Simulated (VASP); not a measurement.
# Al (Immm) in VASP: further runs

The runs below take Al through single point, with PBE.

Program: VASP 6.6.1. These are calculated values, not measurements. Logs are shortened: lines on timing, memory, paths and dates and some standing lists are left out, and cuts for length are marked.

## Step 1: The cell of the first run

It takes space group Immm (No. 71, orthorhombic). The conventional cell has a = 2.755 Å, b = 2.970 Å, c = 4.048 Å, α = 90.00°, β = 90.00°, γ = 90.00°. Within 3.6 Å of Al (site symmetry mmm) lie 12 Al at 2.76 to 2.97 Å.

## Step 2: Single point, PBE (strain +0.0750 x Voigt [0, 0, 0, 0, 0, 1])

Input file INCAR:

```
SYSTEM = Al
ALGO = Fast
EDIFF = 1E-6
ENCUT = 520
GGA = PE
ISIF = 2
ISMEAR = 0
LASPH = .TRUE.
LCHARG = .TRUE.
LELF = .TRUE.
LREAL = .FALSE.
LVHAR = .TRUE.
LWAVE = .FALSE.
NBANDS = 8
NELM = 100
PREC = Accurate
SIGMA = 0.15
```

Input file KPOINTS:

```
k-points
0
G
  20 20 20
  0 0 0
```

Input file POSCAR:

```
Al
1.0
    0.0758992500      2.0239800000      2.0239800000
    2.0239800000      0.0758992500      2.0239800000
    2.0998792500      2.0998792500      0.0000000000
Al
1
Direct
    0.0000000000      0.0000000000      0.0000000000
```

Potentials or basis: VASP PAW PBE potentials, release 64 (Al).

Launch:

```sh
$ cat potpaw_PBE.64/Al/POTCAR > POTCAR
$ mpirun -np 1 vasp_std > vasp.out
```

OUTCAR:

```text
SYSTEM = Al
   EDIFF = 1E-6
   ENCUT = 520
   GGA = PE
   ISIF = 2
   ISMEAR = 0
   LASPH = .TRUE.
   LREAL = .FALSE.
   NELM = 100
   PREC = Accurate

 ion  position               nearest neighbor table
   1  0.000  0.000  0.000-

  LATTYP: Found a body centered orthorhombic cell.
 ALAT       =     2.7550022172
 B/A-ratio  =     1.0779220779
 C/A-ratio  =     1.4693127921

  Lattice vectors:

 A1 = (   2.0239800000,   0.0758992500,  -2.0239800000)
 A2 = (  -2.0239800000,  -0.0758992500,  -2.0239800000)
 A3 = (   0.0758992500,   2.0239800000,   2.0239800000)

Analysis of symmetry for initial positions (statically):
=====================================================================
 Subroutine PRICEL returns:
 Original cell was already a primitive cell.

 Routine SETGRP: Setting up the symmetry group for a
 body centered orthorhombic supercell.

 Subroutine GETGRP returns: Found  8 space group operations
 (whereof  8 operations were pure point group operations)
 out of a pool of  8 trial point group operations.

The static configuration has the point symmetry D_2h.

Analysis of symmetry for dynamics (positions and initial velocities):
=====================================================================
 Subroutine PRICEL returns:
 Original cell was already a primitive cell.

 Routine SETGRP: Setting up the symmetry group for a
 body centered orthorhombic supercell.

 Subroutine GETGRP returns: Found  8 space group operations
 (whereof  8 operations were pure point group operations)
 out of a pool of  8 trial point group operations.

The dynamic configuration has the point symmetry D_2h.

 Subroutine INISYM returns: Found  8 space group operations
 (whereof  8 operations are pure point group operations),
 and found     1 'primitive' translations

----------------------------------------------------------------------------------------

                                     Primitive cell

  volume of cell :      16.5591

  direct lattice vectors                    reciprocal lattice vectors
     0.075899250  2.023980000  2.023980000    -0.256662872  0.256662872  0.247038014
     2.023980000  0.075899250  2.023980000     0.256662872 -0.256662872  0.247038014
     2.099879250  2.099879250  0.000000000     0.238108929  0.238108929 -0.247038014

  length of vectors
     2.863346081  2.863346081  2.969677715     0.439066555  0.439066555  0.417635613

  position of ions in fractional coordinates (direct lattice)
     0.000000000  0.000000000  0.000000000

  ion indices of the primitive-cell ions
   primitive index   ion index
                 1           1

----------------------------------------------------------------------------------------

 KPOINTS: k-points

Automatic generation of k-mesh.
 Grid dimensions read from file:
 generate k-points for:   20   20   20

 Generating k-lattice:

  Cartesian coordinates                     Fractional coordinates (reciprocal lattice)
    -0.012833144  0.012833144  0.012351901     0.050000000  0.000000000  0.000000000
     0.012833144 -0.012833144  0.012351901     0.000000000  0.050000000  0.000000000
     0.011905446  0.011905446 -0.012351901     0.000000000  0.000000000  0.050000000

  Length of vectors
     0.021953328  0.021953328  0.020881781

  Shift w.r.t. Gamma in fractional coordinates (k-lattice)
     0.000000000  0.000000000  0.000000000

 Subroutine IBZKPT returns following result:
 ===========================================

 Found   1166 irreducible k-points:

 Following reciprocal coordinates:
            Coordinates               Weight
  0.000000  0.000000  0.000000      1.000000
  0.050000  0.000000  0.000000      4.000000
  0.100000  0.000000  0.000000      4.000000
  0.150000  0.000000  0.000000      4.000000
  0.200000  0.000000  0.000000      4.000000
  0.250000  0.000000  0.000000      4.000000
[... 16 lines left out ...]
 -0.400000  0.050000  0.000000      4.000000
 -0.350000  0.050000  0.000000      4.000000
 [... further k-points ...]
   k-points           NKPTS =   1166   k-points in BZ     NKDIM =   1166   number of bands    NBANDS=      8
   number of dos      NEDOS =    301   number of ions     NIONS =      1
   total plane-waves  NPLWV =  13824
   dimension x,y,z NGX =    24 NGY =   24 NGZ =   24
   dimension x,y,z NGXF=    48 NGYF=   48 NGZF=   48
   ions per type =               1
   NGX,Y,Z   is equivalent  to a cutoff of  13.93, 13.93, 13.44 a.u.
   NGXF,Y,Z  is equivalent  to a cutoff of  27.87, 27.87, 26.87 a.u.
 SYSTEM =  Al
   PREC   = accura    normal or accurate (medium, high low for compatibility)
   ISTART =      0    job   : 0-new  1-cont  2-samecut
   ICHARG =      2    charge: 1-file 2-atom 10-const
   ISPIN  =      1    spin polarized calculation?
   LNONCOLLINEAR =      F non collinear calculations
   LSORBIT =      F    spin-orbit coupling
   LASPH  =      T    aspherical Exc in radial PAW
   ENCUT  =  520.0 eV  38.22 Ry    6.18 a.u.   5.32  5.32  5.52*2*pi/ulx,y,z
   NELM   =    100;   NELMIN=  2; NELMDL= -5     # of ELM steps
   EDIFF  = 0.1E-05   stopping-criterion for ELM
   LREAL  =      F    real-space projection
   EDIFFG = 0.1E-04   stopping-criterion for IOM
   NSW    =      0    number of steps for IOM
   IBRION =     -1    ionic relax: 0-MD 1-quasi-New 2-CG
   NFREE  =      0    steps in history (QN), initial steepest desc. (CG)
   ISIF   =      2    stress and relaxation
   ISYM   =      2    0-nonsym 1-usesym 2-fastsym
   POTIM  = 0.5000    time-step for ionic-motion
   TEBEG  =    0.0;   TEEND  =   0.0 temperature during run
   PSTRESS=    0.0 pullay stress
   NELECT =       3.0000    total number of electrons
   NUPDOWN=      -1.0000    fix difference up-down
   EMIN   =  10.00;   EMAX   =-10.00  energy-range for DOS
   EFERMI =   0.00;   METHOD = LEGACY
   ISMEAR =     0;   SIGMA  =   0.15  broadening in eV -4-tet -1-fermi 0-gaus
   EFERMI_NEDOS =   21; number of points for ismear=-14 and -15
   IALGO  =     68    algorithm
   IMIX   =      4    mixing-type and parameters
     AMIX     =   0.40;   BMIX     =  1.00
     AMIX_MAG =   1.60;   BMIX_MAG =  1.00
  volume/ion in A,a.u.               =      16.56       111.75
  Fermi-wavevector in a.u.,A,eV,Ry     =   0.926338  1.750525 11.675184  0.858102
  Thomas-Fermi vector in A             =   2.052289
   LORBIT       =      0    0 simple, 1 ext, 2 COOP (PROOUT), +10 PAW based schemes
   GGA     = PE    functional components
   LHFCALC =     F    Hartree Fock is set to
   AEXX    =    0.0000 exact exchange contribution
   IVDW    =     0    specifies the selected vdW correction
   LEPSILON=     F    determine dielectric tensor
   LRPA    =     F    only Hartree local field effects (RPA)
 non-spin polarized calculation
 RMM-DIIS sequential band-by-band and
 Gauss-broadening in eV      SIGMA  =   0.15
  energy-cutoff  :      520.00
  volume of cell :       16.56
 maximum number of plane-waves:       463
 NGX is ok and might be reduce to    24
   NGX = 11   NGY = 11   NGZ = 11

 number of electron       3.0000000 magnetization

 Free energy of the ion-electron system (eV)
  ---------------------------------------------------
  ext. energy  EPLUGINS =         0.00000000
  ---------------------------------------------------
  free energy    TOTEN  =        -3.73837588 eV

  energy without entropy =       -3.73379182  energy(sigma->0) =       -3.73608385

 E-fermi :   7.9730     XC(G=0): -10.1814

 val. band max:        7.9714765058   @ k =  -0.3500   0.0000   0.0500
 cond. band min:       7.9732256572   @ k =   0.1500   0.0000   0.4000
 fundamental gap:      0.0017491514
 Fermi energy:         7.9730484831

 k-point     1 :       0.0000    0.0000    0.0000
  band No.  band energies     occupation
      1      -3.1502      2.00000
      2      19.4288      0.00000
      3      20.4129      0.00000
      4      20.7777      0.00000
      5      21.4392      0.00000
      6      21.7959      0.00000
      7      23.3565      0.00000
      8      25.0785      0.00000

 k-point     2 :       0.0500    0.0000    0.0000
  band No.  band energies     occupation
      1      -3.0789      2.00000
      2      19.1372      0.00000
      3      19.8200      0.00000
      4      20.6944      0.00000
      5      21.1878      0.00000
      6      21.9504      0.00000
      7      23.6064      0.00000
      8      26.0016      0.00000

 k-point     3 :       0.1000    0.0000    0.0000
  band No.  band energies     occupation
      1      -2.8651      2.00000
      2      18.1220      0.00000
      3      18.6575      0.00000
      4      19.8993      0.00000
      5      22.0156      0.00000
      6      22.2912      0.00000
      7      23.9883      0.00000
      8      25.8981      0.00000

 k-point     4 :       0.1500    0.0000    0.0000
  band No.  band energies     occupation
      1      -2.5095      2.00000
      2      16.0955      0.00000
      3      18.2328      0.00000
      4      19.3864      0.00000
      5      22.3064      0.00000
      6      22.9560      0.00000
      7      24.4872      0.00000
      8      24.7805      0.00000

 k-point     5 :       0.2000    0.0000    0.0000
  band No.  band energies     occupation
      1      -2.0132      2.00000
      2      14.0668      0.00000
      3      17.9096      0.00000
      4      19.0054      0.00000
      5      22.1616      0.00000
      6      23.1458      0.00000
      7      23.7005      0.00000
      8      24.5841      0.00000

 k-point     6 :       0.2500    0.0000    0.0000
  band No.  band energies     occupation
      1      -1.3778      2.00000
      2      12.1031      0.00000
      3      17.7003      0.00000
      4      18.7430      0.00000
      5      22.0119      0.00000
      6      22.2052      0.00000
      7      22.7255      0.00000
      8      25.7259      0.00000

 k-point     7 :       0.3000    0.0000    0.0000
  band No.  band energies     occupation
      1      -0.6052      2.00000
      2      10.2296      0.00000
      3      17.6090      0.00000
      4      18.5967      0.00000
      5      21.2391      0.00000
      6      21.7730      0.00000
      7      21.9904      0.00000
      8      25.4968      0.00000
[... 133 lines left out ...]
 k-point    20 :       0.4500    0.0500    0.0000
  band No.  band energies     occupation
      1       2.1233      2.00000
      2       5.8703      2.00000
      3      16.9224      0.00000
      4      18.4328      0.00000
      5      18.8911      0.00000
      6      20.3225      0.00000
      7      23.4615      0.00000
      8      23.9508      0.00000

 k-point    21 :       0.5000    0.0500    0.0000
  band No.  band energies     occupation
      1       3.3381      2.00000
      2       4.4415      2.00000
      3      17.2719      0.00000
      4      18.1429      0.00000
      5      19.0679      0.00000
      6      19.7630      0.00000
      7      23.1726      0.00000
      8      23.9174      0.00000

 k-point    22 :      -0.4500    0.0500    0.0000
  band No.  band energies     occupation
      1       3.0119      2.00000
      2       4.8016      2.00000
      3      17.7447      0.00000
      4      17.8365      0.00000
      5      19.3242      0.00000
      6      19.5030      0.00000
      7      22.7248      0.00000
      8      24.2842      0.00000

 k-point    23 :      -0.4000    0.0500    0.0000
  band No.  band energies     occupation
      1       1.8126      2.00000
      2       6.2829      2.00000
      3      17.6334      0.00000
      4      18.3406      0.00000
      5      19.0066      0.00000
      6      20.0708      0.00000
      7      22.3825      0.00000
      8      24.7862      0.00000

 k-point    24 :      -0.3500    0.0500    0.0000
  band No.  band energies     occupation
      1       0.7279      2.00000
      2       7.8966      1.52905
      3      17.5463      0.00000
      4      18.8093      0.00000
      5      19.0593      0.00000
      6      20.7438      0.00000
      7      22.1748      0.00000
      8      25.3870      0.00000

 [... further k-points ...]

------------------------ aborting loop because EDIFF is reached ----------------------------------------

  FORCE on cell =-STRESS in cart. coord.  units (eV):
  Direction    XX          YY          ZZ          XY          YZ          ZX
  --------------------------------------------------------------------------------------
  -------------------------------------------------------------------------------------
  Total        0.0547979      0.0547979     -0.0863710     -0.2517410      0.0000000      0.0000000
  in kB        5.3019665      5.3019665     -8.3568204    -24.3571858      0.0000000      0.0000000
  external PRESSURE =       0.7490375 kB  Pullay stress =       0.0000000 kB

 VOLUME and BASIS-vectors are now :
 -----------------------------------------------------------------------------
  energy-cutoff  :      520.00
  volume of cell :       16.56
      direct lattice vectors                 reciprocal lattice vectors
     0.075899250  2.023980000  2.023980000    -0.256662872  0.256662872  0.247038014
     2.023980000  0.075899250  2.023980000     0.256662872 -0.256662872  0.247038014
     2.099879250  2.099879250  0.000000000     0.238108929  0.238108929 -0.247038014

 POSITION                                       TOTAL-FORCE (eV/Angst)
 -----------------------------------------------------------------------------------
      0.00000      0.00000      0.00000        -0.000000      0.000000      0.000000
 -----------------------------------------------------------------------------------
    total drift:                                0.000000     -0.000000      0.000000

  FREE ENERGIE OF THE ION-ELECTRON SYSTEM (eV)
  ---------------------------------------------------
  free  energy   TOTEN  =        -3.7383758779 eV

  energy  without entropy=       -3.7337918247  energy(sigma->0) =       -3.73608385
```

Run time: 2.3 min. Hardware: 1 thread of Intel Xeon 8259CL, shared host; peak memory 0.25 GiB.

What came out:

| Quantity | Value |
| --- | --- |
| Free energy | -3.7384 eV |
| Pressure | 0.1 GPa |
| Band gap on the k mesh | zero (an odd number of electrons rules out a gap without spin polarisation) |

Caveat: the cell differs from its parent crystal (strain +0.0750 x Voigt [0, 0, 0, 0, 0, 1]).

(Continued in part 2 of 2.)
